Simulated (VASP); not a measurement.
Write the native input for VASP 6.6.1 that does the following.

```yaml
Task: single point
Functional: PBEsol
Potentials_or_basis: VASP PAW PBE potentials, release 64 (Zn, S)
Cutoff: 520 eV
k_mesh: 9 × 9 × 6
Occupations: gaussian, width 0.01 eV
Spin: no spin polarisation
Dipole_correction: no
Further_INCAR_settings: ALGO = Normal; EDIFF = 1e-06; NBANDS = 26
```

The structure of ZnS (sol) lies in POSCAR:

```
ZnS
1.0
    3.7822376623      0.0000000000      0.0000000000
   -1.8911188312      3.2755138987      0.0000000000
    0.0000000000      0.0000000000      6.2081819577
Zn S
2 2
Direct
    0.3333333333      0.6666666667     -0.0467655878
    0.6666666667      0.3333333333      0.4532344122
    0.3333333333      0.6666666667      0.4217655878
    0.6666666667      0.3333333333      0.9217655878
```

These files were run (other wordings do the same):

INCAR

```
SYSTEM = ZnS
PREC = Accurate
ENCUT = 520
EDIFF = 1E-6
ISMEAR = 0
SIGMA = 0.01
LREAL = .False.
LASPH = .True.
NELM = 80
ALGO = Normal
ISIF = 2
LWAVE = .False.
LCHARG = .True.
GGA = PS
LELF = .True.
LVHAR = .True.
NBANDS = 26
```

KPOINTS

```
regular mesh
0
Gamma
  9 9 6
  0 0 0
```

Potentials or basis: VASP PAW PBE potentials, release 64 (Zn, S).

The run is started by

```sh
$ cat potpaw_PBE.64/Zn/POTCAR potpaw_PBE.64/S/POTCAR > POTCAR
$ mpirun -np 1 vasp_std > vasp.out
```

It gave:

```json
{
  "Pressure": "5.4 GPa",
  "Largest force": "0.524 eV/Å",
  "Band gap on the k mesh": "2.56 eV, indirect (the least direct gap lies 3.3 meV higher)"
}
```

Caveat: the PAW data sets were made with another functional, which shifts forces and pressure a little.

Run time: 39 s on 1 thread of AMD EPYC 9R45 96-Core Processor (Zen 5), on a shared host, peak memory 0.2 GiB.
